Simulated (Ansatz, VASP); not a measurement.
**Br: VASP beside Ansatz**

```
Br
1.0
     4.29766   -2.14241    0.00000
     4.29766    2.14241    0.00000
     0.00000    0.00000    8.70054
Br
4
Direct
  0.64171 0.35829 0.61837
  0.14171 0.85829 0.88163
  0.35829 0.64171 0.38163
  0.85829 0.14171 0.11837
```

Alike in both runs: functional PBE; k mesh 8 × 8 × 4; occupations gaussian, width 0.02 eV; no spin polarisation.

Ansatz relaxed the structure, and its values are those at the end. VASP's run is a single point on that final structure, the one shown.

|  | VASP | Ansatz |
| --- | --- | --- |
| version | VASP 6.6.1 | Ansatz 0.2.0 |
| potentials or method | VASP PAW PBE potentials, release 64 (Br), cutoff 520 eV | scalar-relativistic, plane waves, PAW |
| valence electrons in the cell | 28 | 28 |

|  | VASP | Ansatz | Ansatz less VASP |
| --- | --- | --- | --- |
| gap on the k mesh at the Fermi level (eV) | 1.38 | 1.38 | -0.001 |
| least direct gap on the mesh (eV) | 1.38 | 1.38 | -0.001 |
| pressure (GPa) | 0.0 | 0.0 | -0.01 |

The functional is the same, so the differences come from potentials, cutoffs and numerics.
